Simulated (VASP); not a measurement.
## Ge: relaxation of cell and atoms with LDA

Crystal: Ge.

```
Ge
1.0
    -1.46476    1.46476    1.46476
     1.46476   -1.46476    1.46476
     1.46476    1.46476   -1.46476
Ge
1
Direct
  0.00000 0.00000 0.00000
```

```json
{
 "Program": "VASP 6.6.1",
 "Task": "relaxation of cell and atoms",
 "Functional": "LDA",
 "Potentials or basis": "VASP PAW LDA potentials, release 64 (Ge_d)",
 "Cutoff": "600 eV",
 "k mesh": "18 × 18 × 18",
 "Occupations": "fermi-dirac, width 0.08 eV",
 "Spin": "no spin polarisation",
 "Target pressure": "61 GPa",
 "Dipole correction": "no",
 "Further INCAR settings": "ALGO = Normal; EDIFF = 1e-06; IBRION = 2; EDIFFG = -0.005; NSW = 60; ISIF = 3"
}
```

```yaml
Relaxed_volume: 12.59 Å³/atom
Relaxed_cell: a = 2.538 Å, b = 2.538 Å, c = 2.538 Å, α = 109.47°, β = 109.47°, γ = 109.47°
Space_group_after_relaxing_to_0.05_Å: Im-3m (No. 229)
Energy_change_on_relaxing_the_enthalpy_is_what_falls: -8.0 meV/atom
Ionic_steps: 4
Pressure_after_relaxing: 61.0 GPa
Band_gap_on_the_k_mesh: zero (band 7 reaches 25.89 eV, above the bottom of band 8 at 6.92 eV)
```

The path:
```tsv
step	energy change (eV)	largest force (eV/Å)	pressure (GPa)	volume (Å³)
1	0.0000	0.0000	61.44	12.57
2	-0.0238	0.0000	60.02	12.63
3	-0.0091	0.0000	60.93	12.59
4	-0.0080	0.0000	61.03	12.59
```

Final structure:
```
Ge
1.0
    -1.46557    1.46557    1.46557
     1.46557   -1.46557    1.46557
     1.46557    1.46557   -1.46557
Ge
1
Direct
  0.00000 0.00000 0.00000
```

Levels at points of the mesh, in eV from the Fermi level:
```
           k point  band 5  band 6  band 7  band 8  band 9  band 10
(0.00, 0.00, 0.00)  -24.99  -17.25   14.13   14.13   14.13    18.69
(0.50, 0.00, 0.00)  -24.83   -8.25   -8.07    6.34    8.90    11.37
(0.50, 0.50, 0.50)  -24.87   -0.97   -0.97   -0.97    0.74     4.09
```

It took 37 s on 1 thread of Intel(R) Xeon(R) Platinum 8259CL CPU @ 2.50GHz (Skylake/Cascade Lake), on a shared host, peak memory 0.14 GiB.

Caveat: the cell is relaxed towards a set pressure, so the enthalpy falls and the energy may rise.
